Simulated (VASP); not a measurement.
# CdTe (F-43m) in VASP: dielectric tensor with LDA

Aim: the dielectric tensor of CdTe with LDA.

All numbers are computed with VASP 6.6.1; they aren't measurements. Logs are shortened: lines on timing, memory, paths and dates and some standing lists are left out, and cuts for length are marked.

## 1. The cell of the first run

Symmetry: F-43m, No. 216, cubic system. Conventional cell: a = 6.410 Å, b = 6.410 Å, c = 6.410 Å, α = 90.00°, β = 90.00°, γ = 90.00°. Within 3.7 Å of Cd (site symmetry -43m) lie 4 Te at 2.78 Å. Te (site symmetry -43m) has 4 Cd at 2.78 Å within 3.7 Å.

## 2. Dielectric tensor, LDA

File INCAR:

```
SYSTEM = CdTe
  PREC = Accurate
  ENCUT = 520
  EDIFF = 1E-8
  ISMEAR = 0
  SIGMA = 0.01
  LREAL = .FALSE.
  LASPH = .TRUE.
  NELM = 60
  ALGO = Normal
  ISIF = 2
  LWAVE = .FALSE.
  LCHARG = .FALSE.
  GGA = CA
  LEPSILON = .TRUE.
```

File KPOINTS:

```
Automatic mesh
0
G
  6 6 6
  0 0 0
```

File POSCAR:

```
CdTe
1.0
    0.0000000000      3.2050000000      3.2050000000
    3.2050000000      0.0000000000      3.2050000000
    3.2050000000      3.2050000000      0.0000000000
Cd Te
1 1
Direct
    0.0000000000      0.0000000000      0.0000000000
    0.2500000000      0.2500000000      0.2500000000
```

Potentials or basis: VASP PAW LDA potentials, release 64 (Cd, Te).

Launch:

```console
> cat potpaw_LDA.64/Cd/POTCAR potpaw_LDA.64/Te/POTCAR > POTCAR
> mpirun -np 1 vasp_std > vasp.out
```

OUTCAR:

```text
SYSTEM = CdTe
   PREC = Accurate
   ENCUT = 520
   EDIFF = 1E-8
   ISMEAR = 0
   LREAL = .FALSE.
   LASPH = .TRUE.
   NELM = 60
   ISIF = 2
   GGA = CA
   LEPSILON = .TRUE.

 ion  position               nearest neighbor table
   1  0.000  0.000  0.000-   2 2.78   2 2.78   2 2.78   2 2.78
   2  0.250  0.250  0.250-   1 2.78   1 2.78   1 2.78   1 2.78

  LATTYP: Found a face centered cubic cell.
 ALAT       =     6.4100000000

  Lattice vectors:

 A1 = (   0.0000000000,   3.2050000000,   3.2050000000)
 A2 = (   3.2050000000,   0.0000000000,   3.2050000000)
 A3 = (   3.2050000000,   3.2050000000,   0.0000000000)

Analysis of symmetry for initial positions (statically):
=====================================================================
 Subroutine PRICEL returns:
 Original cell was already a primitive cell.

 Routine SETGRP: Setting up the symmetry group for a
 face centered cubic supercell.

 Subroutine GETGRP returns: Found 24 space group operations
 (whereof 24 operations were pure point group operations)
 out of a pool of 48 trial point group operations.

The static configuration has the point symmetry T_d .

Analysis of symmetry for dynamics (positions and initial velocities):
=====================================================================
 Subroutine PRICEL returns:
 Original cell was already a primitive cell.

 Routine SETGRP: Setting up the symmetry group for a
 face centered cubic supercell.

 Subroutine GETGRP returns: Found 24 space group operations
 (whereof 24 operations were pure point group operations)
 out of a pool of 48 trial point group operations.

The dynamic configuration has the point symmetry T_d .

 Subroutine INISYM returns: Found 24 space group operations
 (whereof 24 operations are pure point group operations),
 and found     1 'primitive' translations

----------------------------------------------------------------------------------------

                                     Primitive cell

  volume of cell :      65.8437

  direct lattice vectors                    reciprocal lattice vectors
     0.000000000  3.205000000  3.205000000    -0.156006240  0.156006240  0.156006240
     3.205000000  0.000000000  3.205000000     0.156006240 -0.156006240  0.156006240
     3.205000000  3.205000000  0.000000000     0.156006240  0.156006240 -0.156006240

  length of vectors
     4.532554467  4.532554467  4.532554467     0.270210734  0.270210734  0.270210734

  position of ions in fractional coordinates (direct lattice)
     0.000000000  0.000000000  0.000000000
     0.250000000  0.250000000  0.250000000

  ion indices of the primitive-cell ions
   primitive index   ion index
                 1           1
                 2           2

----------------------------------------------------------------------------------------

 KPOINTS: Automatic mesh

Automatic generation of k-mesh.
 Grid dimensions read from file:
 generate k-points for:    6    6    6

 Generating k-lattice:

  Cartesian coordinates                     Fractional coordinates (reciprocal lattice)
    -0.026001040  0.026001040  0.026001040     0.166666667  0.000000000  0.000000000
     0.026001040 -0.026001040  0.026001040     0.000000000  0.166666667  0.000000000
     0.026001040  0.026001040 -0.026001040     0.000000000  0.000000000  0.166666667

  Length of vectors
     0.045035122  0.045035122  0.045035122

  Shift w.r.t. Gamma in fractional coordinates (k-lattice)
     0.000000000  0.000000000  0.000000000

 Subroutine IBZKPT returns following result:
 ===========================================

 Found     16 irreducible k-points:

 Following reciprocal coordinates:
            Coordinates               Weight
  0.000000  0.000000  0.000000      1.000000
  0.166667  0.000000  0.000000      8.000000
  0.333333  0.000000  0.000000      8.000000
  0.500000  0.000000  0.000000      4.000000
  0.166667  0.166667  0.000000      6.000000
  0.333333  0.166667  0.000000     24.000000
[... 8 lines left out ...]
 -0.333333  0.333333  0.166667     24.000000
 -0.333333  0.500000  0.166667     12.000000
   k-points           NKPTS =     16   k-points in BZ     NKDIM =     16   number of bands    NBANDS=     13
   number of dos      NEDOS =    301   number of ions     NIONS =      2
   total plane-waves  NPLWV =  46656
   dimension x,y,z NGX =    36 NGY =   36 NGZ =   36
   dimension x,y,z NGXF=    72 NGYF=   72 NGZF=   72
   ions per type =               1   1
   NGX,Y,Z   is equivalent  to a cutoff of  13.20, 13.20, 13.20 a.u.
   NGXF,Y,Z  is equivalent  to a cutoff of  26.41, 26.41, 26.41 a.u.
 SYSTEM =  CdTe
   PREC   = accura    normal or accurate (medium, high low for compatibility)
   ISTART =      0    job   : 0-new  1-cont  2-samecut
   ICHARG =      2    charge: 1-file 2-atom 10-const
   ISPIN  =      1    spin polarized calculation?
   LNONCOLLINEAR =      F non collinear calculations
   LSORBIT =      F    spin-orbit coupling
   LASPH  =      T    aspherical Exc in radial PAW
   ENCUT  =  520.0 eV  38.22 Ry    6.18 a.u.   8.43  8.43  8.43*2*pi/ulx,y,z
   NELM   =     60;   NELMIN=  2; NELMDL= -5     # of ELM steps
   EDIFF  = 0.1E-07   stopping-criterion for ELM
   LREAL  =      F    real-space projection
   EDIFFG = 0.1E-06   stopping-criterion for IOM
   NSW    =      0    number of steps for IOM
   IBRION =     -1    ionic relax: 0-MD 1-quasi-New 2-CG
   NFREE  =      0    steps in history (QN), initial steepest desc. (CG)
   ISIF   =      2    stress and relaxation
   ISYM   =      2    0-nonsym 1-usesym 2-fastsym
   POTIM  = 0.5000    time-step for ionic-motion
   TEBEG  =    0.0;   TEEND  =   0.0 temperature during run
   PSTRESS=    0.0 pullay stress
   NELECT =      18.0000    total number of electrons
   NUPDOWN=      -1.0000    fix difference up-down
   EMIN   =  10.00;   EMAX   =-10.00  energy-range for DOS
   EFERMI =   0.00;   METHOD = LEGACY
   ISMEAR =     0;   SIGMA  =   0.01  broadening in eV -4-tet -1-fermi 0-gaus
   EFERMI_NEDOS =   21; number of points for ismear=-14 and -15
   IALGO  =     38    algorithm
   IMIX   =      4    mixing-type and parameters
     AMIX     =   0.40;   BMIX     =  1.00
     AMIX_MAG =   1.60;   BMIX_MAG =  1.00
  volume/ion in A,a.u.               =      32.92       222.17
  Fermi-wavevector in a.u.,A,eV,Ry     =   1.062497  2.007828 15.359610  1.128899
  Thomas-Fermi vector in A             =   2.197950
   LORBIT       =      0    0 simple, 1 ext, 2 COOP (PROOUT), +10 PAW based schemes
   GGA     = CA    functional components
   LHFCALC =     F    Hartree Fock is set to
   AEXX    =    0.0000 exact exchange contribution
   IVDW    =     0    specifies the selected vdW correction
   LEPSILON=     T    determine dielectric tensor
   LRPA    =     F    only Hartree local field effects (RPA)
 non-spin polarized calculation
 Gauss-broadening in eV      SIGMA  =   0.01
  energy-cutoff  :      520.00
  volume of cell :       65.84
 maximum number of plane-waves:      1807
 NGX is ok and might be reduce to    36
   NGX = 17   NGY = 17   NGZ = 17

--------------------------------------- Ionic step        1  -------------------------------------------

 number of electron      17.9999995 magnetization

 E-fermi :   2.5543     XC(G=0):  -9.0887

 val. band max:        2.4701213272   @ k =   0.0000   0.0000   0.0000
 cond. band min:       3.1207986495   @ k =   0.0000   0.0000   0.0000
 fundamental gap:      0.6506773223
 Fermi energy:         2.5542881531

 k-point     1 :       0.0000    0.0000    0.0000
  band No.  band energies     occupation
      1      -8.9647      2.00000
      2      -5.9469      2.00000
      3      -5.9469      2.00000
      4      -5.9469      2.00000
      5      -5.6579      2.00000
      6      -5.6579      2.00000
      7       2.4701      2.00000
      8       2.4701      2.00000
      9       2.4701      2.00000
     10       3.1208      0.00000
     11       6.9445      0.00000
     12       6.9445      0.00000
     13       6.9445      0.00000
[... 225 lines left out ...]
 k-point    16 :      -0.3333    0.5000    0.1667
  band No.  band energies     occupation
      1      -8.3966      2.00000
      2      -5.8040      2.00000
      3      -5.7997      2.00000
      4      -5.7127      2.00000
      5      -5.6448      2.00000
      6      -5.0648      2.00000
      7      -1.9859      2.00000
      8       0.0895      2.00000
      9       0.1702      2.00000
     10       6.0826      0.00000
     11       6.1325      0.00000
     12       9.0889      0.00000
     13       9.3543      0.00000

  FORCE on cell =-STRESS in cart. coord.  units (eV):
  Direction    XX          YY          ZZ          XY          YZ          ZX
  --------------------------------------------------------------------------------------
  -------------------------------------------------------------------------------------
  Total        0.1076939      0.1076939      0.1076939      0.0000000      0.0000000      0.0000000
  in kB        2.6205208      2.6205208      2.6205208      0.0000000      0.0000000      0.0000000
  external PRESSURE =       2.6205208 kB  Pullay stress =       0.0000000 kB

 VOLUME and BASIS-vectors are now :
 -----------------------------------------------------------------------------
  energy-cutoff  :      520.00
  volume of cell :       65.84
      direct lattice vectors                 reciprocal lattice vectors
     0.000000000  3.205000000  3.205000000    -0.156006240  0.156006240  0.156006240
     3.205000000  0.000000000  3.205000000     0.156006240 -0.156006240  0.156006240
     3.205000000  3.205000000  0.000000000     0.156006240  0.156006240 -0.156006240

 POSITION                                       TOTAL-FORCE (eV/Angst)
 -----------------------------------------------------------------------------------
      0.00000      0.00000      0.00000         0.000000      0.000000      0.000000
      1.60250      1.60250      1.60250        -0.000000     -0.000000     -0.000000
 -----------------------------------------------------------------------------------
    total drift:                                0.000000      0.000000      0.000000

  FREE ENERGIE OF THE ION-ELECTRON SYSTEM (eV)
  ---------------------------------------------------
  free  energy   TOTEN  =        -6.0442753504 eV

  energy  without entropy=       -6.0442753504  energy(sigma->0) =       -6.04427535

 HEAD OF MICROSCOPIC STATIC DIELECTRIC TENSOR (INDEPENDENT PARTICLE, excluding Hartree and local field effects)
 ------------------------------------------------------
          18.181559     0.000000    -0.000000
          -0.000000    18.181559     0.000000
           0.000000    -0.000000    18.181559
 ------------------------------------------------------

 Free energy of the ion-electron system (eV)
  ---------------------------------------------------
  ---------------------------------------------------
  free energy    TOTEN  =        -3.14569519 eV

  energy without entropy =       -3.14569519

------------------------ aborting loop because EDIFF is reached ----------------------------------------

--------------------------------------- Ionic step        2  -------------------------------------------

------------------------ aborting loop because EDIFF is reached ----------------------------------------

--------------------------------------- Ionic step        3  -------------------------------------------

 Free energy of the ion-electron system (eV)
  ---------------------------------------------------
  ---------------------------------------------------
  free energy    TOTEN  =        -3.14569538 eV

  energy without entropy =       -3.14569538

------------------------ aborting loop because EDIFF is reached ----------------------------------------

 PIEZOELECTRIC TENSOR FIELD DIRECTION 3  (e Angst)
 -----------------------------------------------------------------------------
    -0.00106 -3.12167  0.00000           (  0.00001  0.08519  0.00000)
    -3.12167 -0.00106  0.00000           (  0.08519  0.00001  0.00000)
     0.00000  0.00000 -0.00007           (  0.00000  0.00000 -0.00000)

 PIEZOELECTRIC TENSOR FIELD DIRECTION 3  (C/m^2)
 -----------------------------------------------------------------------------
    -0.00026 -0.75960  0.00000
    -0.75960 -0.00026  0.00000
     0.00000  0.00000 -0.00002

 MACROSCOPIC STATIC DIELECTRIC TENSOR (including local field effects in DFT)
 ------------------------------------------------------
          17.665859     0.000000     0.000000
           0.000000    17.665859    -0.000000
           0.000000    -0.000000    17.665859
 ------------------------------------------------------

 PIEZOELECTRIC TENSOR (including local field effects)  for field in x, y, z        (e  Angst)
          XX          YY          ZZ          XY          YZ          ZX
  --------------------------------------------------------------------------------
  x    -0.00000     0.00000     0.00000     0.00000    -3.15198     0.00000
  y     0.00000    -0.00000     0.00000     0.00000     0.00000    -3.15198
  z    -0.00000     0.00000    -0.00000    -3.15198     0.00000     0.00000

 PIEZOELECTRIC TENSOR (including local field effects)  for field in x, y, z        (C/m^2)
          XX          YY          ZZ          XY          YZ          ZX
  --------------------------------------------------------------------------------
  x    -0.00000     0.00000     0.00000     0.00000    -0.76697     0.00000
  y     0.00000    -0.00000     0.00000     0.00000     0.00000    -0.76697
  z    -0.00000     0.00000    -0.00000    -0.76697     0.00000     0.00000

 BORN EFFECTIVE CHARGES (including local field effects) (in |e|, cummulative output)
 ---------------------------------------------------------------------------------
 ion    1
    1     2.45103     0.00000     0.00000
    2     0.00000     2.45103     0.00000
    3    -0.00000     0.00000     2.45103
 ion    2
    1    -2.45103     0.00000     0.00000
    2     0.00000    -2.45103    -0.00000
    3     0.00000    -0.00000    -2.45103
```

Run time: 3.5 min. Hardware: 1 thread of Intel Xeon Platinum 8259CL at 2.50GHz (Skylake/Cascade Lake), shared host; peak memory 0.27 GiB.

What came out:

* Band gap on the k mesh: 0.65 eV, direct
* Electronic dielectric tensor (diagonal): 17.67
* Born charges (mean of the diagonal): Cd +2.45; Te -2.45 e

Electronic dielectric tensor:
```
17.67  0.00  0.00
 0.00 17.67  0.00
 0.00  0.00 17.67
```

Born effective charge tensors (e):
atom 1, Cd
```
2.45 0.00 0.00
0.00 2.45 0.00
0.00 0.00 2.45
```
atom 2, Te
```
-2.45  0.00  0.00
 0.00 -2.45  0.00
 0.00  0.00 -2.45
```

Caveat: the gap is small at this level, which inflates the dielectric constant; spin-orbit coupling is left out, which moves the levels of the heavy elements.
